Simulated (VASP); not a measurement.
Write the native input for VASP 6.6.1 that does the following.

```
Task                   : single point
Functional             : PBE
Potentials or basis    : VASP PAW PBE potentials, release 64 (B)
Cutoff                 : 520 eV
k mesh                 : 9 × 9 × 4
Occupations            : gaussian, width 0.1 eV
Spin                   : no spin polarisation
Dipole correction      : no
Further INCAR settings : ALGO = Normal; EDIFF = 1e-07; NBANDS = 14
```

The structure of B lies in POSCAR:

```
B
1.0
    2.1151824291      0.0000000000      0.0000000000
   -1.0575912145      1.8318017173      0.0000000000
    0.0000000000      0.0000000000      6.2092287249
B
4
Direct
    0.0000000000      0.0000000000      0.0000000000
    0.0000000000      0.0000000000      0.5000000000
    0.3333333333      0.6666666667      0.7500000000
    0.6666666667      0.3333333333      0.2500000000
```

This isn't the form of B at room conditions, which is rhombohedral.

One way to write it, as run:

INCAR

```
SYSTEM = B
  PREC = Accurate
  ENCUT = 520
  EDIFF = 1E-7
  ISMEAR = 0
  SIGMA = 0.1
  LREAL = .FALSE.
  LASPH = .TRUE.
  NELM = 60
  ALGO = Normal
  ISIF = 2
  LWAVE = .FALSE.
  LCHARG = .FALSE.
  GGA = PE
  NBANDS = 14
```

KPOINTS

```
Automatic mesh
0
G
  9 9 4
  0 0 0
```

Potentials or basis: VASP PAW PBE potentials, release 64 (B).

Launch:

```bash
$ cat potpaw_PBE.64/B/POTCAR > POTCAR
$ mpirun -np 1 vasp_std > vasp.out
```

It gave:

```yaml
Pressure: -0.4 GPa
Band_gap_on_the_k_mesh: zero (bands 6 and 7 overlap by 11.70 eV)
```

Caveat: the k points lie up to 0.38 Å⁻¹ apart, too coarse for converged energies and pressures of a metal.

Wall time 21 s on 1 thread of Intel Xeon 8259CL, with other jobs on the host, peak memory 0.13 GiB.
